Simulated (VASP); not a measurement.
The system is AlNi.

```
CELL_PARAMETERS angstrom
2.30068 -1.39468 0.00000
2.30068 1.39468 0.00000
-1.35645 0.00000 3.88084
ATOMIC_POSITIONS crystal
Ni 0.50000 0.50000 0.50000
Al 0.00000 0.00000 0.00000
```

Base run:

| Quantity | Value |
| --- | --- |
| Program | VASP 6.6.1 |
| Functional | r2SCAN |
| Potentials or basis | VASP PAW PBE potentials, release 64 (Ni, Al) |
| Cutoff | 520 eV |
| k mesh | 11 × 11 × 7 |
| Occupations | fermi-dirac, width 0.05 eV |
| Spin | collinear spin, ferromagnetic start |
| Starting moments | [1.0, 0.0] μB |

Its results: pressure -3.1 GPa; net moment 0.00 μB per cell.

Question: After a change of settings the same cell gave: pressure 2.5 GPa; net moment 0.00 μB per cell. Which change was it?
A. functional from r2SCAN to PBEsol
B. functional from r2SCAN to PBE; further incar settings from ALGO = Normal; EDIFF = 1e-07; NBANDS = 18 to ALGO = Fast; EDIFF = 1e-06; NBANDS = 18
C. functional from r2SCAN to LDA; potentials or basis from VASP PAW PBE potentials, release 64 (Ni, Al) to VASP PAW LDA potentials, release 64 (Ni, Al)

Answer: B.

Caveats: the cell stands under tension (at least some runs); the PAW data sets were made with another functional, which shifts forces and pressure a little (at least some runs).
